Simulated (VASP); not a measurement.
A run of VASP 6.6.1 is set up as follows.

Contents of INCAR:

```
SYSTEM = H8SO6
PREC = Accurate ; ENCUT = 520
EDIFF = 1E-6 ; ISMEAR = -1
SIGMA = 0.02 ; LREAL = .FALSE.
LASPH = .TRUE. ; NELM = 120
ALGO = Normal ; ISIF = 2
LWAVE = .FALSE. ; LCHARG = .TRUE.
GGA = PE ; IVDW = 12
LELF = .TRUE. ; LVHAR = .TRUE.
NBANDS = 38 ; GGA_COMPAT = .FALSE.
```

Contents of KPOINTS:

```
regular mesh
0
G
  1 1 1
  0 0 0
```

The input POSCAR:

```
H8SO6
1.0
    6.3180300000      0.0000000000      0.0000000000
    0.0000000000      6.3180300000      0.0000000000
    0.0000000000      0.0000000000      6.3180300000
O H S
6 8 1
Direct
    0.6749255702      1.1665186775      1.0151740337
    0.4709854179      0.8744814444      0.6853718643
    0.7290088841      0.5244672786      0.2834427820
    0.3305460721      0.3493177462      0.5165217639
   -0.1014240198     -0.0276035410      1.4002624236
    0.2067574861     -0.0255775930      1.1492506367
    0.5572148280      1.2108837723      1.0935054123
    0.6056793019      1.1692727005      0.8867320985
    0.6039224252      0.8327120954      0.7496640567
    0.3968958679      0.7634183440      0.7201611895
    0.8138929381      0.4021348427      0.2897263862
    0.7871599217      0.6790566047      0.3067728390
    0.2576119455      0.4568829208      0.4381587299
    0.4803079441      0.3321763271      0.4437142590
    0.0425449072      0.1026427541      1.2563568074
```

Potentials or basis: VASP PAW PBE potentials, release 64 (O, H, S).

Command:

```sh
$ cat potpaw_PBE.64/O/POTCAR potpaw_PBE.64/H/POTCAR potpaw_PBE.64/S/POTCAR > POTCAR
$ mpirun -np 1 vasp_gam > vasp.out
```

(1) What does it give for the pressure?

(2) What does it give for the dispersion energy per atom?

Results:

(1) -0.2 GPa.

(2) -0.032 eV.

Caveat: the k points lie up to 0.99 Å⁻¹ apart; the atoms stand as in a frame of molecular dynamics.
